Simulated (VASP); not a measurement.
# Rh (P6_3/mmc) in VASP: a series of runs, part 2 of 2

VASP 6.6.1. The steps go on from the part before.

### Step 3. Single point, r2SCAN

This run uses another cell than the first one, of 14.30 Å³/atom, 1.020 times its volume.

File POSCAR:

```
Rh
1.0
    2.7309790422      0.0000000000      0.0000000000
   -1.3654895211      2.3650972278      0.0000000000
    0.0000000000      0.0000000000      4.4284890000
Rh
2
Direct
    0.3333333333      0.6666666667      0.2500000000
    0.6666666667      0.3333333333      0.7500000000
```

File INCAR.step1:

```
SYSTEM = Rh
PREC     = Accurate       ! precision mode
ENCUT    = 520            ! plane-wave cutoff, eV
ISMEAR   = -1             ! smearing method
SIGMA    = 0.05           ! smearing width, eV
LREAL    = .FALSE.        ! projectors in reciprocal space
LASPH    = .TRUE.         ! aspherical terms in the spheres
NELM     = 60             ! most SCF steps
NBANDS   = 22             ! bands
GGA      = PE             ! functional
ALGO     = Normal         ! electronic algorithm
EDIFF    = 1E-4           ! SCF threshold, eV
LWAVE    = .TRUE.         ! write WAVECAR
LCHARG   = .FALSE.        ! write CHGCAR
```

File INCAR.step2:

```
SYSTEM = Rh
PREC     = Accurate       ! precision mode
ENCUT    = 520            ! plane-wave cutoff, eV
EDIFF    = 1E-6           ! SCF threshold, eV
ISMEAR   = -1             ! smearing method
SIGMA    = 0.05           ! smearing width, eV
LREAL    = .FALSE.        ! projectors in reciprocal space
LASPH    = .TRUE.         ! aspherical terms in the spheres
NELM     = 60             ! most SCF steps
ALGO     = Normal         ! electronic algorithm
ISIF     = 2              ! what is computed and relaxed
LWAVE    = .FALSE.        ! write WAVECAR
LCHARG   = .TRUE.         ! write CHGCAR
METAGGA  = R2SCAN         ! meta-GGA
LMIXTAU  = .TRUE.       
LELF     = .TRUE.         ! ELF
LVHAR    = .TRUE.       
NBANDS   = 22             ! bands
ISTART   = 1
```

File KPOINTS:

```
Automatic mesh
0
G
  11 11 6
  0 0 0
```

Potentials or basis: VASP PAW PBE potentials, release 64 (Rh_pv).

Launch:

```sh
cat potpaw_PBE.64/Rh_pv/POTCAR > POTCAR
cp INCAR.step1 INCAR
mpirun -np 1 vasp_std > vasp.out
cp INCAR.step2 INCAR
mpirun -np 1 vasp_std > vasp.out
```

OUTCAR:

```text
SYSTEM = Rh
   PREC = Accurate
   ENCUT = 520
   EDIFF = 1E-6
   ISMEAR = -1
   LREAL = .FALSE.
   LASPH = .TRUE.
   NELM = 60
   ISIF = 2
   METAGGA = R2SCAN
   ISTART = 1

 ion  position               nearest neighbor table
   1  0.333  0.667  0.250-   2 2.72   2 2.72   2 2.72   2 2.72   2 2.72   2 2.72
   2  0.667  0.333  0.750-   1 2.72   1 2.72   1 2.72   1 2.72   1 2.72   1 2.72

  LATTYP: Found a hexagonal cell.
 ALAT       =     2.7309790422
 C/A-ratio  =     1.6215756077

  Lattice vectors:

 A1 = (   2.7309790422,   0.0000000000,   0.0000000000)
 A2 = (  -1.3654895211,   2.3650972278,   0.0000000000)
 A3 = (   0.0000000000,   0.0000000000,   4.4284890000)

Analysis of symmetry for initial positions (statically):
=====================================================================
 Subroutine PRICEL returns:
 Original cell was already a primitive cell.

 Routine SETGRP: Setting up the symmetry group for a
 hexagonal supercell.

[... 161 lines left out ...]
  ext. energy  EPLUGINS =         0.00000000
  ---------------------------------------------------
  free energy    TOTEN  =       -48.16380776 eV

  energy without entropy =      -48.13481461  energy(sigma->0) =      -48.14931119

 E-fermi :  11.1068     XC(G=0): -14.9140

 val. band max:       11.1043499527   @ k =   0.1818  -0.0000   0.3333
 cond. band min:      11.1104353548   @ k =   0.3636  -0.0000   0.0000
 fundamental gap:      0.0060854021
 Fermi energy:        11.1067909985

 k-point     1 :       0.0000    0.0000    0.0000
  band No.  band energies     occupation
      1     -37.3804      2.00000
      2     -36.7704      2.00000
      3     -36.7704      2.00000
      4     -36.6814      2.00000
      5     -36.6706      2.00000
      6     -36.6706      2.00000
[... 589 lines left out ...]
     21      27.7222      0.00000
     22      28.4817      0.00000

 [... further k-points ...]

------------------------ aborting loop because EDIFF is reached ----------------------------------------

  FORCE on cell =-STRESS in cart. coord.  units (eV):
  Direction    XX          YY          ZZ          XY          YZ          ZX
  --------------------------------------------------------------------------------------
  -------------------------------------------------------------------------------------
  Total       -1.4615726     -1.4615726     -1.7192566     -0.0000000      0.0000000      0.0000000
  in kB      -81.8668445    -81.8668445    -96.3004584     -0.0000000      0.0000000      0.0000000
  external PRESSURE =     -86.6780491 kB  Pullay stress =       0.0000000 kB

 VOLUME and BASIS-vectors are now :
 -----------------------------------------------------------------------------
  energy-cutoff  :      520.00
  volume of cell :       28.60
      direct lattice vectors                 reciprocal lattice vectors
     2.730979042  0.000000000  0.000000000     0.366169049  0.211407799  0.000000000
    -1.365489521  2.365097228  0.000000000     0.000000000  0.422815599  0.000000000
     0.000000000  0.000000000  4.428489000     0.000000000  0.000000000  0.225810655

 POSITION                                       TOTAL-FORCE (eV/Angst)
 -----------------------------------------------------------------------------------
     -0.00000      1.57673      1.10712        -0.000000     -0.000000      0.000000
      1.36549      0.78837      3.32137         0.000000      0.000000      0.000000
 -----------------------------------------------------------------------------------
    total drift:                               -0.000000      0.000000     -0.000000

  FREE ENERGIE OF THE ION-ELECTRON SYSTEM (eV)
  ---------------------------------------------------
  free  energy   TOTEN  =       -48.1638077633 eV

  energy  without entropy=      -48.1348146106  energy(sigma->0) =      -48.14931119
```

OSZICAR.step1:

```text
N       E                     dE             d eps       ncg     rms          rms(c)
DAV:   1     0.325400471730E+03    0.32540E+03   -0.19147E+04  2832   0.158E+03
DAV:   2    -0.847864099764E+01   -0.33388E+03   -0.32244E+03  2924   0.471E+02
DAV:   3    -0.153707873668E+02   -0.68921E+01   -0.68563E+01  3314   0.765E+01
DAV:   4    -0.154171400823E+02   -0.46353E-01   -0.46349E-01  3098   0.628E+00
DAV:   5    -0.154178744705E+02   -0.73439E-03   -0.73438E-03  3320   0.825E-01    0.132E+01
DAV:   6    -0.144795051245E+02    0.93837E+00   -0.22234E+00  3044   0.158E+01    0.449E+00
DAV:   7    -0.144512618963E+02    0.28243E-01   -0.42845E-02  3242   0.182E+00    0.211E+00
DAV:   8    -0.144458298720E+02    0.54320E-02   -0.75558E-03  2972   0.978E-01    0.335E-01
DAV:   9    -0.144454807109E+02    0.34916E-03   -0.27399E-04  2884   0.195E-01    0.182E-02
DAV:  10    -0.144454877029E+02   -0.69920E-05   -0.98849E-06  1570   0.308E-02
   1 F= -.14445488E+02 E0= -.14430424E+02  d E =-.301272E-01
```

Run time: 74 s. Hardware: 1 thread of Intel Xeon Platinum 8375C at 2.90GHz (Ice Lake), shared host; peak memory 0.16 GiB.

Results:

| Property | Result |
| --- | --- |
| Free energy | -48.1638 eV |
| Pressure | -8.7 GPa |
| Band gap on the k mesh | zero (band 15 reaches 11.70 eV, above the bottom of band 16 at 9.42 eV) |

Stress tensor (GPa, compression positive):
```
-8.19  0.00  0.00
 0.00 -8.19  0.00
 0.00  0.00 -9.63
```

Levels at points of the mesh, in eV from the Fermi level:
```tsv
k point	band 12	band 13	band 14	band 15	band 16	band 17	band 18	band 19
(0.00, 0.00, 0.00)	-2.45	-2.45	-1.85	-1.85	0.14	0.14	0.91	8.65
(0.00, 0.00, 0.50)	-3.05	-3.05	-3.05	-0.43	-0.43	-0.43	-0.43	15.35
```

Caveat: the PAW data sets were made with another functional, which shifts forces and pressure a little.

### Step 4. Single point, r2SCAN

This run uses another cell than the first one, of 14.59 Å³/atom, 1.041 times its volume.

File POSCAR:

```
Rh
1.0
    2.7490655232      0.0000000000      0.0000000000
   -1.3745327616      2.3807605798      0.0000000000
    0.0000000000      0.0000000000      4.4578175964
Rh
2
Direct
    0.3333333333      0.6666666667      0.2500000000
    0.6666666667      0.3333333333      0.7500000000
```

File INCAR.step1:

```
SYSTEM = Rh
  PREC = Accurate
  ENCUT = 520
  ISMEAR = -1
  SIGMA = 0.05
  LREAL = .False.
  LASPH = .True.
  NELM = 80
  NBANDS = 22
  GGA = PE
  ALGO = Normal
  EDIFF = 1E-4
  LWAVE = .True.
  LCHARG = .False.
```

File INCAR.step2:

```
SYSTEM = Rh
  PREC = Accurate
  ENCUT = 520
  EDIFF = 1E-6
  ISMEAR = -1
  SIGMA = 0.05
  LREAL = .False.
  LASPH = .True.
  NELM = 80
  ALGO = Normal
  ISIF = 2
  LWAVE = .False.
  LCHARG = .False.
  METAGGA = R2SCAN
  LMIXTAU = .True.
  NBANDS = 22
  ISTART = 1
```

File KPOINTS:

```
Automatic mesh
0
Gamma
  11 11 6
  0 0 0
```

Potentials or basis: VASP PAW PBE potentials, release 64 (Rh_pv).

Launch:

```sh
cat potpaw_PBE.64/Rh_pv/POTCAR > POTCAR
cp INCAR.step1 INCAR
mpirun -np 1 vasp_std > vasp.out
cp INCAR.step2 INCAR
mpirun -np 1 vasp_std > vasp.out
```

OUTCAR:

```text
SYSTEM = Rh
   PREC = Accurate
   ENCUT = 520
   EDIFF = 1E-6
   ISMEAR = -1
   LREAL = .False.
   LASPH = .True.
   NELM = 80
   ISIF = 2
   METAGGA = R2SCAN
   ISTART = 1

 ion  position               nearest neighbor table
   1  0.333  0.667  0.250-   2 2.74   2 2.74   2 2.74   2 2.74   2 2.74   2 2.74
   2  0.667  0.333  0.750-   1 2.74   1 2.74   1 2.74   1 2.74   1 2.74   1 2.74

  LATTYP: Found a hexagonal cell.
 ALAT       =     2.7490655232
 C/A-ratio  =     1.6215756077

  Lattice vectors:

 A1 = (   2.7490655232,   0.0000000000,   0.0000000000)
 A2 = (  -1.3745327616,   2.3807605798,   0.0000000000)
 A3 = (   0.0000000000,   0.0000000000,   4.4578175964)

Analysis of symmetry for initial positions (statically):
=====================================================================
 Subroutine PRICEL returns:
 Original cell was already a primitive cell.

 Routine SETGRP: Setting up the symmetry group for a
 hexagonal supercell.

 Subroutine GETGRP returns: Found 24 space group operations
 (whereof 12 operations were pure point group operations)
 out of a pool of 24 trial point group operations.

The static configuration has the point symmetry D_3d.
 The point group associated with its full space group is D_6h.

Analysis of symmetry for dynamics (positions and initial velocities):
=====================================================================
 Subroutine PRICEL returns:
 Original cell was already a primitive cell.

 Routine SETGRP: Setting up the symmetry group for a
 hexagonal supercell.

 Subroutine GETGRP returns: Found 24 space group operations
 (whereof 12 operations were pure point group operations)
 out of a pool of 24 trial point group operations.

The dynamic configuration has the point symmetry D_3d.
 The point group associated with its full space group is D_6h.

 Subroutine INISYM returns: Found 24 space group operations
 (whereof 12 operations are pure point group operations),
 and found     1 'primitive' translations

----------------------------------------------------------------------------------------

                                     Primitive cell

  volume of cell :      29.1758

  direct lattice vectors                    reciprocal lattice vectors
     2.749065523  0.000000000  0.000000000     0.363759973  0.210016918  0.000000000
    -1.374532762  2.380760580  0.000000000     0.000000000  0.420033836  0.000000000
     0.000000000  0.000000000  4.457817596     0.000000000  0.000000000  0.224325015

  length of vectors
     2.749065523  2.749065523  4.457817596     0.420033836  0.420033836  0.224325015

  position of ions in fractional coordinates (direct lattice)
     0.333333333  0.666666667  0.250000000
     0.666666667  0.333333333  0.750000000

  ion indices of the primitive-cell ions
   primitive index   ion index
                 1           1
                 2           2

----------------------------------------------------------------------------------------

 KPOINTS: Automatic mesh

Automatic generation of k-mesh.
 Grid dimensions read from file:
 generate k-points for:   11   11    6

 Generating k-lattice:

  Cartesian coordinates                     Fractional coordinates (reciprocal lattice)
     0.033069088  0.019092447  0.000000000     0.090909091  0.000000000  0.000000000
     0.000000000  0.038184894  0.000000000     0.000000000  0.090909091  0.000000000
     0.000000000  0.000000000  0.037387503     0.000000000  0.000000000  0.166666667

  Length of vectors
     0.038184894  0.038184894  0.037387503

  Shift w.r.t. Gamma in fractional coordinates (k-lattice)
     0.000000000  0.000000000  0.000000000

 Subroutine IBZKPT returns following result:
 ===========================================

 Found     64 irreducible k-points:

 Following reciprocal coordinates:
            Coordinates               Weight
  0.000000  0.000000  0.000000      1.000000
  0.090909 -0.000000  0.000000      6.000000
  0.181818  0.000000  0.000000      6.000000
  0.272727  0.000000  0.000000      6.000000
  0.363636  0.000000  0.000000      6.000000
  0.454545 -0.000000  0.000000      6.000000
[... 16 lines left out ...]
  0.090909  0.090909  0.166667     12.000000
  0.181818  0.090909  0.166667     24.000000
 [... further k-points ...]
   k-points           NKPTS =     64   k-points in BZ     NKDIM =     64   number of bands    NBANDS=     22
   number of dos      NEDOS =    301   number of ions     NIONS =      2
   total plane-waves  NPLWV =  14400
   dimension x,y,z NGX =    20 NGY =   20 NGZ =   36
   dimension x,y,z NGXF=    40 NGYF=   40 NGZF=   72
   ions per type =               2
   NGX,Y,Z   is equivalent  to a cutoff of  12.09, 12.09, 13.43 a.u.
   NGXF,Y,Z  is equivalent  to a cutoff of  24.19, 24.19, 26.85 a.u.
 SYSTEM =  Rh
   PREC   = accura    normal or accurate (medium, high low for compatibility)
   ISTART =      1    job   : 0-new  1-cont  2-samecut
   ICHARG =      0    charge: 1-file 2-atom 10-const
   ISPIN  =      1    spin polarized calculation?
   LNONCOLLINEAR =      F non collinear calculations
   LSORBIT =      F    spin-orbit coupling
   LASPH  =      T    aspherical Exc in radial PAW
   ENCUT  =  520.0 eV  38.22 Ry    6.18 a.u.   5.11  5.11  8.29*2*pi/ulx,y,z
   NELM   =     80;   NELMIN=  2; NELMDL=  0     # of ELM steps
   EDIFF  = 0.1E-05   stopping-criterion for ELM
   LREAL  =      F    real-space projection
   EDIFFG = 0.1E-04   stopping-criterion for IOM
   NSW    =      0    number of steps for IOM
   IBRION =     -1    ionic relax: 0-MD 1-quasi-New 2-CG
   NFREE  =      0    steps in history (QN), initial steepest desc. (CG)
   ISIF   =      2    stress and relaxation
   ISYM   =      2    0-nonsym 1-usesym 2-fastsym
   POTIM  = 0.5000    time-step for ionic-motion
   TEBEG  =    0.0;   TEEND  =   0.0 temperature during run
   PSTRESS=    0.0 pullay stress
   NELECT =      30.0000    total number of electrons
   NUPDOWN=      -1.0000    fix difference up-down
   EMIN   =  10.00;   EMAX   =-10.00  energy-range for DOS
   EFERMI =   0.00;   METHOD = LEGACY
   ISMEAR =    -1;   SIGMA  =   0.05  broadening in eV -4-tet -1-fermi 0-gaus
   EFERMI_NEDOS =   21; number of points for ismear=-14 and -15
   IALGO  =     38    algorithm
   IMIX   =      4    mixing-type and parameters
     AMIX     =   0.40;   BMIX     =  1.00
     AMIX_MAG =   1.60;   BMIX_MAG =  1.00
  volume/ion in A,a.u.               =      14.59        98.44
  Fermi-wavevector in a.u.,A,eV,Ry     =   1.652371  3.122528 37.148391  2.730330
  Thomas-Fermi vector in A             =   2.740991
   LORBIT       =      0    0 simple, 1 ext, 2 COOP (PROOUT), +10 PAW based schemes
   METAGGA = R2SCAN    functional components
   LHFCALC =     F    Hartree Fock is set to
   AEXX    =    0.0000 exact exchange contribution
   IVDW    =     0    specifies the selected vdW correction
   LEPSILON=     F    determine dielectric tensor
   LRPA    =     F    only Hartree local field effects (RPA)
 non-spin polarized calculation
  energy-cutoff  :      520.00
  volume of cell :       29.18
 maximum number of plane-waves:       795
   NGX = 11   NGY = 11   NGZ = 17

 number of electron      30.0000003 magnetization

 Free energy of the ion-electron system (eV)
  ---------------------------------------------------
  ext. energy  EPLUGINS =         0.00000000
  ---------------------------------------------------
  free energy    TOTEN  =       -48.12525570 eV

  energy without entropy =      -48.09524025  energy(sigma->0) =      -48.11024797

 E-fermi :  10.7585     XC(G=0): -14.7673

 val. band max:       10.7542898102   @ k =   0.1818   0.0000   0.3333
 cond. band min:      10.7614216878   @ k =   0.3636   0.0000   0.0000
 fundamental gap:      0.0071318776
 Fermi energy:        10.7584627413

 k-point     1 :       0.0000    0.0000    0.0000
  band No.  band energies     occupation
      1     -37.6445      2.00000
      2     -37.0744      2.00000
      3     -37.0744      2.00000
      4     -36.9923      2.00000
      5     -36.9809      2.00000
      6     -36.9809      2.00000
[... 14 lines left out ...]
     21      28.1663      0.00000
     22      28.1663      0.00000

 k-point     2 :       0.0909   -0.0000    0.0000
  band No.  band energies     occupation
      1     -37.6279      2.00000
      2     -37.1123      2.00000
      3     -37.0867      2.00000
      4     -37.0203      2.00000
      5     -36.9992      2.00000
      6     -36.9871      2.00000
[... 542 lines left out ...]
 k-point    24 :       0.1818    0.0909    0.1667
  band No.  band energies     occupation
      1     -37.5203      2.00000
      2     -37.2676      2.00000
      3     -37.2413      2.00000
      4     -37.1367      2.00000
      5     -37.0498      2.00000
      6     -37.0387      2.00000
[... 14 lines left out ...]
     21      27.1756      0.00000
     22      28.1664      0.00000

 [... further k-points ...]
[... 5 lines left out ...]
  --------------------------------------------------------------------------------------
  -------------------------------------------------------------------------------------
  Total       -2.2816111     -2.2816111     -2.5594110      0.0000000     -0.0000000      0.0000000
  in kB     -125.2936600   -125.2936601   -140.5489185      0.0000000     -0.0000000      0.0000000
  external PRESSURE =    -130.3787462 kB  Pullay stress =       0.0000000 kB

 VOLUME and BASIS-vectors are now :
 -----------------------------------------------------------------------------
  energy-cutoff  :      520.00
  volume of cell :       29.18
      direct lattice vectors                 reciprocal lattice vectors
     2.749065523  0.000000000  0.000000000     0.363759973  0.210016918  0.000000000
    -1.374532762  2.380760580  0.000000000     0.000000000  0.420033836  0.000000000
     0.000000000  0.000000000  4.457817596     0.000000000  0.000000000  0.224325015

 POSITION                                       TOTAL-FORCE (eV/Angst)
 -----------------------------------------------------------------------------------
     -0.00000      1.58717      1.11445        -0.000000     -0.000000      0.000000
      1.37453      0.79359      3.34336         0.000000      0.000000      0.000000
 -----------------------------------------------------------------------------------
    total drift:                               -0.000000      0.000000     -0.000000

  FREE ENERGIE OF THE ION-ELECTRON SYSTEM (eV)
  ---------------------------------------------------
  free  energy   TOTEN  =       -48.1252556956 eV

  energy  without entropy=      -48.0952402468  energy(sigma->0) =      -48.11024797
```

It took 76 s on 1 thread of Intel Xeon Platinum 8375C at 2.90GHz (Ice Lake), shared host; peak memory 0.16 GiB.

What came out:

```yaml
Free_energy: -48.1253 eV
Pressure: -13.0 GPa
Band_gap_on_the_k_mesh: zero (band 15 reaches 11.33 eV, above the bottom of band 16 at 9.13 eV)
```

Stress tensor (GPa, compression positive):
```
-12.53   0.00   0.00
  0.00 -12.53   0.00
  0.00   0.00 -14.05
```

Levels at points of the mesh, in eV from the Fermi level:
| k point | band 12 | band 13 | band 14 | band 15 | band 16 | band 17 | band 18 | band 19 |
| --- | --- | --- | --- | --- | --- | --- | --- | --- |
| (0.00, 0.00, 0.00) | -2.37 | -2.37 | -1.79 | -1.79 | 0.14 | 0.14 | 0.94 | 8.46 |
| (0.00, 0.00, 0.50) | -2.96 | -2.96 | -2.96 | -0.42 | -0.42 | -0.42 | -0.42 | 15.23 |

Caveat: the PAW data sets were made with another functional, which shifts forces and pressure a little.

### Step 5. Overview

```csv
cell,gap on the mesh (eV),pressure (GPa)
"a = 2.713, b = 2.713, c = 4.399 Å, angles 90.0, 90.0, 120.0°, 2 atoms",none,-3.7
"a = 2.731, b = 2.731, c = 4.428 Å, angles 90.0, 90.0, 120.0°, 2 atoms",none,-8.7
"a = 2.749, b = 2.749, c = 4.458 Å, angles 90.0, 90.0, 120.0°, 2 atoms",none,-13.0
```

Alike in all rows: task single point; level r2SCAN; potentials or basis VASP PAW PBE potentials, release 64 (Rh_pv); no spin polarisation; k mesh 11 × 11 × 6; cutoff (eV) 520; smearing fermi-dirac 0.05 eV.

Caveats: the PAW data sets were made with another functional, which shifts forces and pressure a little.

Absolute energies hang on the potentials; compare differences alone.
